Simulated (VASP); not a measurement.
# Os (R-3m) in VASP: notebook

Os is run at these levels: r2SCAN; tasks: single point.

Program: VASP 6.6.1. These are calculated values, not measurements. Logs are shortened: lines on timing, memory, paths and dates and some standing lists are left out, and cuts for length are marked.

## (1) The cell of the first run

Symmetry: R-3m, No. 166, trigonal system. The conventional cell has a = 3.825 Å, b = 3.825 Å, c = 8.202 Å, α = 90.00°, β = 90.00°, γ = 120.00°. Os (site symmetry 3m) has 6 Os at 2.37 to 2.90 Å within 3.1 Å.

## (2) Single point, r2SCAN

File POSCAR:

```
Os
1.0
    1.9125473806      1.1042097450      2.7339624541
   -1.9125473806      1.1042097450      2.7339624541
    0.0000000000     -2.2084194901      2.7339624541
Os
2
Direct
    0.2183228719      0.2183228719      0.2183228719
    0.7816771281      0.7816771281      0.7816771281
```

File INCAR.step1:

```
SYSTEM = Os
PREC     = Accurate       ! precision mode
ENCUT    = 620            ! plane-wave cutoff, eV
ISMEAR   = 0              ! smearing method
SIGMA    = 0.1            ! smearing width, eV
LREAL    = .FALSE.        ! projectors in reciprocal space
LASPH    = .TRUE.         ! aspherical terms in the spheres
NELM     = 120            ! most SCF steps
NBANDS   = 23             ! bands
GGA      = PE             ! functional
ALGO     = Normal         ! electronic algorithm
EDIFF    = 1E-5           ! SCF threshold, eV
LWAVE    = .TRUE.         ! write WAVECAR
LCHARG   = .FALSE.        ! write CHGCAR
GGA_COMPAT= .FALSE.
```

File INCAR.step2:

```
SYSTEM = Os
PREC     = Accurate       ! precision mode
ENCUT    = 620            ! plane-wave cutoff, eV
EDIFF    = 1E-6           ! SCF threshold, eV
ISMEAR   = 0              ! smearing method
SIGMA    = 0.1            ! smearing width, eV
LREAL    = .FALSE.        ! projectors in reciprocal space
LASPH    = .TRUE.         ! aspherical terms in the spheres
NELM     = 120            ! most SCF steps
ALGO     = Normal         ! electronic algorithm
ISIF     = 2              ! what is computed and relaxed
LWAVE    = .FALSE.        ! write WAVECAR
LCHARG   = .FALSE.        ! write CHGCAR
METAGGA  = R2SCAN         ! meta-GGA
LMIXTAU  = .TRUE.       
NBANDS   = 23             ! bands
ISTART   = 1            
GGA_COMPAT= .FALSE.
```

File KPOINTS:

```
Automatic mesh
0
G
  6 6 6
  0 0 0
```

Potentials or basis: VASP PAW PBE potentials, release 64 (Os_sv_GW).

Launch:

```console
> cat potpaw_PBE.64/Os_sv_GW/POTCAR > POTCAR
> cp INCAR.step1 INCAR
> mpirun -np 1 vasp_std > vasp.out
> cp INCAR.step2 INCAR
> mpirun -np 1 vasp_std > vasp.out
```

OUTCAR:

```text
SYSTEM = Os
   PREC = Accurate
   ENCUT = 620
   EDIFF = 1E-6
   ISMEAR = 0
   LREAL = .FALSE.
   LASPH = .TRUE.
   NELM = 120
   ISIF = 2
   METAGGA = R2SCAN
   ISTART = 1

 ion  position               nearest neighbor table
   1  0.218  0.218  0.218-   2 2.37   2 2.37   2 2.37   2 2.90   2 2.90   2 2.90
   2  0.782  0.782  0.782-   1 2.37   1 2.37   1 2.37   1 2.90   1 2.90   1 2.90

  LATTYP: Found a trigonal (rhomboedric) cell.
 ALAT       =     3.5144938959
 COS(alpha) =     0.4077176172

  Lattice vectors:

 A1 = (   1.9125473806,   1.1042097450,   2.7339624541)
 A2 = (  -1.9125473806,   1.1042097450,   2.7339624541)
 A3 = (   0.0000000000,  -2.2084194901,   2.7339624541)

Analysis of symmetry for initial positions (statically):
=====================================================================
 Subroutine PRICEL returns:
 Original cell was already a primitive cell.

 Routine SETGRP: Setting up the symmetry group for a
 trigonal (rhombohedral) supercell.

 Subroutine GETGRP returns: Found 12 space group operations
 (whereof 12 operations were pure point group operations)
 out of a pool of 12 trial point group operations.

The static configuration has the point symmetry D_3d.

Analysis of symmetry for dynamics (positions and initial velocities):
=====================================================================
 Subroutine PRICEL returns:
 Original cell was already a primitive cell.

 Routine SETGRP: Setting up the symmetry group for a
 trigonal (rhombohedral) supercell.

 Subroutine GETGRP returns: Found 12 space group operations
 (whereof 12 operations were pure point group operations)
 out of a pool of 12 trial point group operations.

The dynamic configuration has the point symmetry D_3d.

 Subroutine INISYM returns: Found 12 space group operations
 (whereof 12 operations are pure point group operations),
 and found     1 'primitive' translations

----------------------------------------------------------------------------------------

                                     Primitive cell

  volume of cell :      34.6424

  direct lattice vectors                    reciprocal lattice vectors
     1.912547381  1.104209745  2.733962454     0.261431432  0.150937507  0.121923157
    -1.912547381  1.104209745  2.733962454    -0.261431432  0.150937507  0.121923157
     0.000000000 -2.208419490  2.733962454     0.000000000 -0.301875015  0.121923157

  length of vectors
     3.514493896  3.514493896  3.514493896     0.325566861  0.325566861  0.325566861

  position of ions in fractional coordinates (direct lattice)
     0.218322872  0.218322872  0.218322872
     0.781677128  0.781677128  0.781677128

  ion indices of the primitive-cell ions
   primitive index   ion index
                 1           1
                 2           2

----------------------------------------------------------------------------------------

 KPOINTS: Automatic mesh

Automatic generation of k-mesh.
 Grid dimensions read from file:
 generate k-points for:    6    6    6

 Generating k-lattice:

  Cartesian coordinates                     Fractional coordinates (reciprocal lattice)
     0.043571905  0.025156251  0.020320526     0.166666667 -0.000000000  0.000000000
    -0.043571905  0.025156251  0.020320526    -0.000000000  0.166666667  0.000000000
     0.000000000 -0.050312502  0.020320526     0.000000000  0.000000000  0.166666667

  Length of vectors
     0.054261143  0.054261143  0.054261143

  Shift w.r.t. Gamma in fractional coordinates (k-lattice)
     0.000000000  0.000000000  0.000000000

 Subroutine IBZKPT returns following result:
 ===========================================

 Found     32 irreducible k-points:

 Following reciprocal coordinates:
            Coordinates               Weight
  0.000000  0.000000  0.000000      1.000000
  0.166667 -0.000000  0.000000      6.000000
  0.333333 -0.000000  0.000000      6.000000
  0.500000  0.000000  0.000000      3.000000
  0.166667  0.166667  0.000000      6.000000
  0.333333  0.166667  0.000000     12.000000
[... 16 lines left out ...]
  0.500000  0.500000  0.166667      6.000000
 -0.333333  0.500000  0.166667     12.000000
 [... further k-points ...]
   k-points           NKPTS =     32   k-points in BZ     NKDIM =     32   number of bands    NBANDS=     23
   number of dos      NEDOS =    301   number of ions     NIONS =      2
   total plane-waves  NPLWV =  27000
   dimension x,y,z NGX =    30 NGY =   30 NGZ =   30
   dimension x,y,z NGXF=    60 NGYF=   60 NGZF=   60
   ions per type =               2
   NGX,Y,Z   is equivalent  to a cutoff of  14.19, 14.19, 14.19 a.u.
   NGXF,Y,Z  is equivalent  to a cutoff of  28.38, 28.38, 28.38 a.u.
 SYSTEM =  Os
   PREC   = accura    normal or accurate (medium, high low for compatibility)
   ISTART =      1    job   : 0-new  1-cont  2-samecut
   ICHARG =      0    charge: 1-file 2-atom 10-const
   ISPIN  =      1    spin polarized calculation?
   LNONCOLLINEAR =      F non collinear calculations
   LSORBIT =      F    spin-orbit coupling
   LASPH  =      T    aspherical Exc in radial PAW
   ENCUT  =  620.0 eV  45.57 Ry    6.75 a.u.   7.14  7.14  7.14*2*pi/ulx,y,z
   NELM   =    120;   NELMIN=  2; NELMDL=  0     # of ELM steps
   EDIFF  = 0.1E-05   stopping-criterion for ELM
   LREAL  =      F    real-space projection
   EDIFFG = 0.1E-04   stopping-criterion for IOM
   NSW    =      0    number of steps for IOM
   IBRION =     -1    ionic relax: 0-MD 1-quasi-New 2-CG
   NFREE  =      0    steps in history (QN), initial steepest desc. (CG)
   ISIF   =      2    stress and relaxation
   ISYM   =      2    0-nonsym 1-usesym 2-fastsym
   POTIM  = 0.5000    time-step for ionic-motion
   TEBEG  =    0.0;   TEEND  =   0.0 temperature during run
   PSTRESS=    0.0 pullay stress
   NELECT =      32.0000    total number of electrons
   NUPDOWN=      -1.0000    fix difference up-down
   EMIN   =  10.00;   EMAX   =-10.00  energy-range for DOS
   EFERMI =   0.00;   METHOD = LEGACY
   ISMEAR =     0;   SIGMA  =   0.10  broadening in eV -4-tet -1-fermi 0-gaus
   EFERMI_NEDOS =   21; number of points for ismear=-14 and -15
   IALGO  =     38    algorithm
   IMIX   =      4    mixing-type and parameters
     AMIX     =   0.40;   BMIX     =  1.00
     AMIX_MAG =   1.60;   BMIX_MAG =  1.00
  volume/ion in A,a.u.               =      17.32       116.89
  Fermi-wavevector in a.u.,A,eV,Ry     =   1.594369  3.012921 34.586200  2.542014
  Thomas-Fermi vector in A             =   2.692455
   LORBIT       =      0    0 simple, 1 ext, 2 COOP (PROOUT), +10 PAW based schemes
   METAGGA = R2SCAN    functional components
   LHFCALC =     F    Hartree Fock is set to
   AEXX    =    0.0000 exact exchange contribution
   IVDW    =     0    specifies the selected vdW correction
   LEPSILON=     F    determine dielectric tensor
   LRPA    =     F    only Hartree local field effects (RPA)
 non-spin polarized calculation
 Gauss-broadening in eV      SIGMA  =   0.10
  energy-cutoff  :      620.00
  volume of cell :       34.64
 maximum number of plane-waves:      1236
 NGX is ok and might be reduce to    30
   NGX = 15   NGY = 15   NGZ = 15

 number of electron      31.9999999 magnetization

 Free energy of the ion-electron system (eV)
  ---------------------------------------------------
  ext. energy  EPLUGINS =         0.00000000
  ---------------------------------------------------
  free energy    TOTEN  =      -105.25898579 eV

  energy without entropy =     -105.25428793  energy(sigma->0) =     -105.25663686

 E-fermi :  10.1421     XC(G=0): -14.1759

 val. band max:       10.0930591895   @ k =   0.3333   0.3333   0.0000
 cond. band min:      10.2032738808   @ k =   0.5000   0.5000   0.3333
 fundamental gap:      0.1102146913
 Fermi energy:        10.1421391431

 k-point     1 :       0.0000    0.0000    0.0000
  band No.  band energies     occupation
      1     -78.4055      2.00000
      2     -78.0924      2.00000
      3     -37.7191      2.00000
      4     -37.7191      2.00000
      5     -37.0512      2.00000
      6     -36.7944      2.00000
[... 15 lines left out ...]
     22      21.1474      0.00000
     23      26.5439      0.00000

 k-point     2 :       0.1667   -0.0000    0.0000
  band No.  band energies     occupation
      1     -78.3862      2.00000
      2     -78.1114      2.00000
      3     -37.7221      2.00000
      4     -37.6869      2.00000
      5     -37.0823      2.00000
      6     -36.7917      2.00000
[... 15 lines left out ...]
     22      21.5003      0.00000
     23      24.3489      0.00000

 k-point     3 :       0.3333   -0.0000    0.0000
  band No.  band energies     occupation
      1     -78.3365      2.00000
      2     -78.1615      2.00000
      3     -37.7281      2.00000
      4     -37.6044      2.00000
      5     -37.1619      2.00000
      6     -36.8003      2.00000
[... 15 lines left out ...]
     22      22.4919      0.00000
     23      22.7237      0.00000

 k-point     4 :       0.5000    0.0000    0.0000
  band No.  band energies     occupation
      1     -78.2943      2.00000
      2     -78.2036      2.00000
      3     -37.7309      2.00000
      4     -37.5439      2.00000
      5     -37.2211      2.00000
      6     -36.8114      2.00000
[... 15 lines left out ...]
     22      22.1392      0.00000
     23      23.0244      0.00000

 k-point     5 :       0.1667    0.1667    0.0000
  band No.  band energies     occupation
      1     -78.3847      2.00000
      2     -78.1126      2.00000
      3     -37.7565      2.00000
      4     -37.6597      2.00000
      5     -37.0892      2.00000
      6     -36.8045      2.00000
[... 434 lines left out ...]
 k-point    22 :      -0.1667    0.3333    0.1667
  band No.  band energies     occupation
      1     -78.3010      2.00000
      2     -78.1966      2.00000
      3     -37.8377      2.00000
      4     -37.5576      2.00000
      5     -37.3168      2.00000
      6     -36.6883      2.00000
[... 15 lines left out ...]
     22      19.6110      0.00000
     23      23.9186      0.00000

 k-point    23 :       0.5000    0.5000    0.1667
  band No.  band energies     occupation
      1     -78.3293      2.00000
      2     -78.1665      2.00000
      3     -37.8154      2.00000
      4     -37.7198      2.00000
      5     -37.2593      2.00000
      6     -36.7427      2.00000
[... 15 lines left out ...]
     22      17.4100      0.00000
     23      22.6352      0.00000

 k-point    24 :      -0.3333    0.5000    0.1667
  band No.  band energies     occupation
      1     -78.2953      2.00000
      2     -78.2014      2.00000
      3     -37.8590      2.00000
      4     -37.6674      2.00000
      5     -37.3126      2.00000
      6     -36.7067      2.00000
[... 15 lines left out ...]
     22      17.3586      0.00000
     23      23.7077      0.00000

 [... further k-points ...]

------------------------ aborting loop because EDIFF is reached ----------------------------------------

  FORCE on cell =-STRESS in cart. coord.  units (eV):
  Direction    XX          YY          ZZ          XY          YZ          ZX
  --------------------------------------------------------------------------------------
  -------------------------------------------------------------------------------------
  Total       -0.0819715     -0.0819715     -0.1310473     -0.0000000      0.0000000      0.0000000
  in kB       -3.7911069     -3.7911069     -6.0608180     -0.0000000      0.0000000      0.0000000
  external PRESSURE =      -4.5476773 kB  Pullay stress =       0.0000000 kB

 VOLUME and BASIS-vectors are now :
 -----------------------------------------------------------------------------
  energy-cutoff  :      620.00
  volume of cell :       34.64
      direct lattice vectors                 reciprocal lattice vectors
     1.912547381  1.104209745  2.733962454     0.261431432  0.150937507  0.121923157
    -1.912547381  1.104209745  2.733962454    -0.261431432  0.150937507  0.121923157
     0.000000000 -2.208419490  2.733962454     0.000000000 -0.301875015  0.121923157

 POSITION                                       TOTAL-FORCE (eV/Angst)
 -----------------------------------------------------------------------------------
      0.00000     -0.00000      1.79066         0.000000     -0.000000      0.003798
      0.00000     -0.00000      6.41123         0.000000      0.000000     -0.003798
 -----------------------------------------------------------------------------------
    total drift:                                0.000000      0.000000     -0.000000

  FREE ENERGIE OF THE ION-ELECTRON SYSTEM (eV)
  ---------------------------------------------------
  free  energy   TOTEN  =      -105.2589857866 eV

  energy  without entropy=     -105.2542879299  energy(sigma->0) =     -105.25663686
```

It took 2.1 min on 1 thread of Intel Xeon Platinum 8375C at 2.90GHz (Ice Lake), shared host; peak memory 0.19 GiB.

Results:

| Property | Result |
| --- | --- |
| Free energy | -105.2590 eV |
| Pressure | -0.5 GPa |
| Largest force | 0.004 eV/Å |
| Band gap on the k mesh | zero (bands 16 and 17 overlap by 2.05 eV) |

Forces in eV/Å, atoms in the order of the input:
```
Os   0.000  0.000  0.004
Os   0.000  0.000 -0.004
```

Caveat: the PAW data sets were made with another functional, which shifts forces and pressure a little; spin-orbit coupling is left out, which moves the levels of the heavy elements.

## (3) Single point, r2SCAN

This run uses another cell than the first one, of 14.77 Å³/atom.

File POSCAR:

```
Os
1.0
    1.6627916808      0.9600132245      3.0834478148
   -1.6627916808      0.9600132245      3.0834478148
    0.0000000000     -1.9200264490      3.0834478148
Os
2
Direct
    0.2275400000      0.2275400000      0.2275400000
    0.7724600000      0.7724600000      0.7724600000
```

File INCAR.step1:

```
  PREC = Accurate
  ENCUT = 620
  ISMEAR = 0
  SIGMA = 0.1
  LREAL = F
  LASPH = T
  NELM = 120
  NBANDS = 23
  GGA = PE
  ALGO = Normal
  EDIFF = 1E-5
  LWAVE = T
  LCHARG = F
  GGA_COMPAT = F
```

File INCAR.step2:

```
  PREC = Accurate
  ENCUT = 620
  EDIFF = 1E-6
  ISMEAR = 0
  SIGMA = 0.1
  LREAL = F
  LASPH = T
  NELM = 120
  ALGO = Normal
  ISIF = 2
  LWAVE = F
  LCHARG = F
  METAGGA = R2SCAN
  LMIXTAU = T
  NBANDS = 23
  ISTART = 1
  GGA_COMPAT = F
```

File KPOINTS:

```
regular mesh
0
Gamma
  6 6 6
```

Potentials or basis: VASP PAW PBE potentials, release 64 (Os_sv_GW).

Launch:

```console
> cat potpaw_PBE.64/Os_sv_GW/POTCAR > POTCAR
> cp INCAR.step1 INCAR
> mpirun -np 1 vasp_std > vasp.out
> cp INCAR.step2 INCAR
> mpirun -np 1 vasp_std > vasp.out
```

OUTCAR:

```text
PREC = Accurate
   ENCUT = 620
   EDIFF = 1E-6
   ISMEAR = 0
   LREAL = F
   LASPH = T
   NELM = 120
   ISIF = 2
   METAGGA = R2SCAN
   ISTART = 1

 ion  position               nearest neighbor table
   1  0.228  0.228  0.228-   2 2.23   2 2.23   2 2.23   2 2.74   2 2.74   2 2.74
   2  0.772  0.772  0.772-   1 2.23   1 2.23   1 2.23   1 2.74   1 2.74   1 2.74

  LATTYP: Found a trigonal (rhomboedric) cell.
 ALAT       =     3.6323755301
 COS(alpha) =     0.5808936906

[... 812 lines left out ...]
 [... further k-points ...]

------------------------ aborting loop because EDIFF is reached ----------------------------------------

  FORCE on cell =-STRESS in cart. coord.  units (eV):
  Direction    XX          YY          ZZ          XY          YZ          ZX
  --------------------------------------------------------------------------------------
  -------------------------------------------------------------------------------------
  Total       15.3122278     15.3122278     10.1472538      0.0000000      0.0000000      0.0000000
  in kB      830.7035209    830.7035209    550.4985654      0.0000000      0.0000000      0.0000000
  external PRESSURE =     737.3018691 kB  Pullay stress =       0.0000000 kB

 VOLUME and BASIS-vectors are now :
 -----------------------------------------------------------------------------
  energy-cutoff  :      620.00
  volume of cell :       29.53
      direct lattice vectors                 reciprocal lattice vectors
     1.662791681  0.960013225  3.083447815     0.300699123  0.173608720  0.108104094
    -1.662791681  0.960013225  3.083447815    -0.300699123  0.173608720  0.108104094
     0.000000000 -1.920026449  3.083447815     0.000000000 -0.347217439  0.108104094

 POSITION                                       TOTAL-FORCE (eV/Angst)
 -----------------------------------------------------------------------------------
      0.00000      0.00000      2.10482         0.000000      0.000000      4.241724
      0.00000      0.00000      7.14552         0.000000     -0.000000     -4.241724
 -----------------------------------------------------------------------------------
    total drift:                               -0.000000      0.000000     -0.000000

  FREE ENERGIE OF THE ION-ELECTRON SYSTEM (eV)
  ---------------------------------------------------
  free  energy   TOTEN  =      -103.8283429579 eV

  energy  without entropy=     -103.8158793249  energy(sigma->0) =     -103.82211114
```

OUTCAR.step1:

```text
PREC = Accurate
   ENCUT = 620
   ISMEAR = 0
   LREAL = F
   LASPH = T
[... 846 lines left out ...]
 -----------------------------------------------------------------------------------
      0.00000      0.00000      2.10482         0.000000     -0.000000      4.850029
      0.00000      0.00000      7.14552         0.000000      0.000000     -4.850029
 -----------------------------------------------------------------------------------
    total drift:                               -0.000000      0.000000     -0.000000

  FREE ENERGIE OF THE ION-ELECTRON SYSTEM (eV)
  ---------------------------------------------------
  free  energy   TOTEN  =       -20.2654039802 eV

  energy  without entropy=      -20.2524606047  energy(sigma->0) =      -20.25893229
```

OSZICAR.step1:

```text
N       E                     dE             d eps       ncg     rms          rms(c)
DAV:   1     0.369906020171E+03    0.36991E+03   -0.24949E+04  1536   0.170E+03
DAV:   2    -0.827139918119E+01   -0.37818E+03   -0.36123E+03  1795   0.505E+02
DAV:   3    -0.214945326791E+02   -0.13223E+02   -0.13059E+02  1780   0.909E+01
DAV:   4    -0.215582683253E+02   -0.63736E-01   -0.63726E-01  1584   0.694E+00
DAV:   5    -0.215585556186E+02   -0.28729E-03   -0.28727E-03  1829   0.425E-01    0.136E+02
DAV:   6    -0.204024731502E+02    0.11561E+01   -0.18070E+00  1731   0.104E+01    0.736E+01
DAV:   7    -0.202912717095E+02    0.11120E+00   -0.88732E-01  1780   0.722E+00    0.953E+00
DAV:   8    -0.202657441628E+02    0.25528E-01   -0.10682E-01  1647   0.291E+00    0.691E-01
DAV:   9    -0.202655392364E+02    0.20493E-03   -0.13755E-03  1661   0.347E-01    0.577E-01
DAV:  10    -0.202654029334E+02    0.13630E-03   -0.27103E-04  1675   0.173E-01    0.259E-01
DAV:  11    -0.202654039802E+02   -0.10469E-05   -0.80875E-06  1065   0.259E-02
   1 F= -.20265404E+02 E0= -.20258932E+02  d E =-.129434E-01
```

It took 1.8 min on 1 thread of AMD EPYC 7R13 (Zen 3), shared host; peak memory 0.16 GiB.

Results:

```
Free energy            : -103.8283 eV
Pressure               : 73.7 GPa
Largest force          : 4.242 eV/Å
Band gap on the k mesh : zero (bands 16 and 17 overlap by 3.64 eV)
```

Forces in eV/Å, atoms in the order of the input:
```
Os   0.000  0.000  4.242
Os   0.000  0.000 -4.242
```

Stress tensor (GPa, compression positive):
```
83.07  0.00  0.00
 0.00 83.07  0.00
 0.00  0.00 55.05
```

Caveat: the k points lie up to 0.38 Å⁻¹ apart, too coarse for converged energies and pressures of a metal; the PAW data sets were made with another functional, which shifts forces and pressure a little; spin-orbit coupling is left out, which moves the levels of the heavy elements.

The gap in the log of VASP goes by the Fermi energy; the results here count the filled bands.